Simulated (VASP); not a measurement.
Se, 3 atoms in the cell. It takes space group P3_121 (No. 152, trigonal). Conventional cell: a = 4.698 Å, b = 4.698 Å, c = 4.881 Å, α = 90.00°, β = 90.00°, γ = 120.00°. Within 3.1 Å of Se (site symmetry 2) lie 2 Se at 2.34 Å. 

```yaml
Program: VASP 6.6.1
Task: single point
Functional: r2SCAN0
Potentials_or_basis: VASP PAW PBE potentials, release 64 (Se)
Cutoff: 520 eV
k_mesh: 4 × 4 × 3
Occupations: fermi-dirac, width 0.05 eV
Spin: no spin polarisation
Dipole_correction: no
Grid_for_exact_exchange_PRECFOCK: Normal
Further_INCAR_settings: ALGO = Normal; EDIFF = 1e-07; NBANDS = 16
Share_of_exact_exchange: 0.25
```

Potentials or basis: VASP PAW PBE potentials, release 64 (Se).

The run is started by

```console
$ cat potpaw_PBE.64/Se/POTCAR > POTCAR
$ cp INCAR.step1 INCAR
$ mpirun -np 1 vasp_std > vasp.out
$ cp INCAR.step2 INCAR
$ mpirun -np 1 vasp_std > vasp.out
```

Hardware: 1 thread of Intel(R) Xeon(R) Platinum 8259CL CPU @ 2.50GHz (Skylake/Cascade Lake) (shared host).

Estimate the wall time of this run.

Run time: 11 min on 1 thread of Intel(R) Xeon(R) Platinum 8259CL CPU @ 2.50GHz (Skylake/Cascade Lake), with other jobs on the host, peak memory 0.23 GiB. Counts: k points 9.
